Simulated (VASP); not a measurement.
## ZrC: single point with PBE

Crystal: ZrC.

```
CELL_PARAMETERS angstrom
0.00000 2.35506 2.35506
2.35506 0.00000 2.35506
2.35506 2.35506 0.00000
ATOMIC_POSITIONS crystal
Zr 0.50000 0.50000 0.50000
C 0.00000 0.00000 0.00000
```

```json
{
 "Program": "VASP 6.6.1",
 "Task": "single point",
 "Functional": "PBE",
 "Potentials or basis": "VASP PAW PBE potentials, release 64 (Zr_sv, C)",
 "Cutoff": "600 eV",
 "k mesh": "7 × 7 × 7",
 "Occupations": "gaussian, width 0.2 eV",
 "Spin": "no spin polarisation"
}
```

- Pressure: 0.0 GPa
- Band gap on the k mesh: zero (band 8 reaches 10.48 eV, above the bottom of band 9 at 9.20 eV)

Levels at points of the mesh, in eV from the Fermi level:
```
           k point  band 4  band 5  band 6  band 7  band 8  band 9  band 10  band 11  band 12  band 13
(0.00, 0.00, 0.00)  -25.82  -11.25    0.97    0.97    0.97    1.12     1.12     1.12     2.82     2.82
```

Run time: 29 s on 1 thread of Intel Xeon 8259CL (shared host), peak memory 0.15 GiB.
